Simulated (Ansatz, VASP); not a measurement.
**Two plane-wave programs on SiC**

Contents of POSCAR:

```
SiC
1.0
    3.0754668474      0.0000000000      0.0000000000
   -1.5377334237      2.6634324183      0.0000000000
    0.0000000000      0.0000000000      5.0485335429
Si C
2 2
Direct
    0.3333333333      0.6666666667     -0.0003996874
    0.6666666667      0.3333333333      0.4996003126
    0.3333333333      0.6666666667      0.3753996874
    0.6666666667      0.3333333333      0.8753996874
```

The input INCAR.step1:

```
SYSTEM = SiC
  PREC = Accurate
  ENCUT = 520
  ISMEAR = 0
  SIGMA = 0.01
  LREAL = .FALSE.
  LASPH = .TRUE.
  NELM = 80
  NBANDS = 16
  GGA = PE
  ALGO = Normal
  EDIFF = 1E-4
  LWAVE = .TRUE.
  LCHARG = .FALSE.
```

INCAR.step2

```
SYSTEM = SiC
  PREC = Accurate
  ENCUT = 520
  EDIFF = 1E-6
  ISMEAR = 0
  SIGMA = 0.01
  LREAL = .FALSE.
  LASPH = .TRUE.
  NELM = 80
  ALGO = Normal
  ISIF = 2
  LWAVE = .FALSE.
  LCHARG = .TRUE.
  METAGGA = R2SCAN
  LMIXTAU = .TRUE.
  LELF = .TRUE.
  LVHAR = .TRUE.
  NBANDS = 16
  ISTART = 1
```

The input KPOINTS:

```
regular mesh
0
G
  12 12 6
  0 0 0
```

Input for Ansatz:

```yaml
crystal:
  lattice:
    - [3.0754668474, 0.0, 0.0]
    - [-1.5377334237, 2.6634324183, 0.0]
    - [0.0, 0.0, 5.0485335429]
  atoms:
    - { symbol: Si, position: [0.3333333333, 0.6666666667, -0.0003996874] }
    - { symbol: Si, position: [0.6666666667, 0.3333333333, 0.4996003126] }
    - { symbol: C, position: [0.3333333333, 0.6666666667, 0.3753996874] }
    - { symbol: C, position: [0.6666666667, 0.3333333333, 0.8753996874] }
basis:
  ecutwfc: 600.0
  xc_grid: 2
kpoints:
  mp_grid: { grid: [12, 12, 6] }
hamiltonian:
  xc: r2scan
  pseudopotentials: { kind: paw, azcp: { folder: soft_1 } }
scf:
  occupations: { method: fixed }
output:
  forces: true
  stress: true
  eigenvalues: true
  polarization: {}
```

Change from the starting cell: polar distortion scaled by 1.00.

Alike in both runs: task single point; functional r2SCAN; k mesh 12 × 12 × 6; no spin polarisation.

|  | VASP | Ansatz |
| --- | --- | --- |
| version | VASP 6.6.1 | Ansatz 0.2.0 |
| potentials or method | VASP PAW PBE potentials, release 64 (Si, C), cutoff 520 eV | scalar-relativistic, plane waves, PAW |
| occupations | gaussian, width 0.01 eV | fixed |
| valence electrons in the cell | 16 | 16 |

Ansatz gave:

```
gap on the k mesh at the Fermi level (eV) : 2.65
least direct gap on the mesh (eV)         : 4.48
pressure (GPa)                            : 0.0
```

Task: Which values does VASP return?

Result: gap on the k mesh at the Fermi level (eV): 2.66; least direct gap on the mesh (eV): 4.48; pressure (GPa): -0.2.

VASP's potentials were made for PBE, not for r2SCAN.
